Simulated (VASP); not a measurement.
Here is a VASP 6.6.1 calculation.

File INCAR:

```
SYSTEM = Pb
PREC = Accurate
ENCUT = 520
EDIFF = 1E-6
ISMEAR = -1
SIGMA = 0.05
LREAL = .FALSE.
LASPH = .TRUE.
NELM = 60
ALGO = Normal
ISIF = 2
LWAVE = .FALSE.
LCHARG = .TRUE.
GGA = PS
LELF = .TRUE.
LVHAR = .TRUE.
NBANDS = 13
```

The input KPOINTS:

```
Automatic mesh
0
G
  9 9 9
  0 0 0
```

POSCAR

```
Pb
1.0
    0.0000000000      2.3976895822      2.3976895822
    2.3976895822      0.0000000000      2.3976895822
    2.3976895822      2.3976895822      0.0000000000
Pb
1
Direct
    0.0000000000      0.0000000000      0.0000000000
```

Potentials or basis: VASP PAW PBE potentials, release 64 (Pb_d).

The run is started by

```console
$ cat potpaw_PBE.64/Pb_d/POTCAR > POTCAR
$ mpirun -np 1 vasp_std > vasp.out
```

What does it give for the pressure?

4.9 GPa.

What does it give for the band gap on the k mesh?

Zero (band 7 reaches 16.40 eV, above the bottom of band 8 at 6.46 eV).

Caveat: the PAW data sets were made with another functional, which shifts forces and pressure a little; spin-orbit coupling is left out, which moves the levels of the heavy elements.
